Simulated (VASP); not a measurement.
BaTiO3:

```xyz
5
Lattice="3.9998 0.0000 0.0000 0.0000 3.9998 0.0000 0.0000 0.0000 4.0180" Properties=species:S:1:pos:R:3 pbc="T T T"
Ba    0.0000    0.0000    0.0000
Ti    1.9999    1.9999    1.9688
O     1.9999    1.9999    0.0763
O     1.9999    0.0000    2.0773
O     0.0000    1.9999    2.0773
```

Program: VASP 6.6.1. Alike in all runs: task single point; potentials or basis VASP PAW PBE potentials, release 64 (Ba_sv, Ti_sv, O); no spin polarisation; cell as given; k mesh 6 × 6 × 6; cutoff (eV) 520; smearing gaussian 0.01 eV.

Task: Order these runs on this cell by their band gap on the k mesh, lowest first.
A. level PBEsol+U; U Ti d U = 6.0 eV
B. level PBEsol+U; U Ti d U = 2.0 eV
C. level PBEsol+U; U Ti d U = 4.0 eV
D. level PBEsol

Result: D (1.72 eV), B (1.95 eV), C (2.20 eV), A (2.47 eV).

Caveats: spin-orbit coupling is left out, which moves the levels of the heavy elements.

A k mesh can miss the band edges.
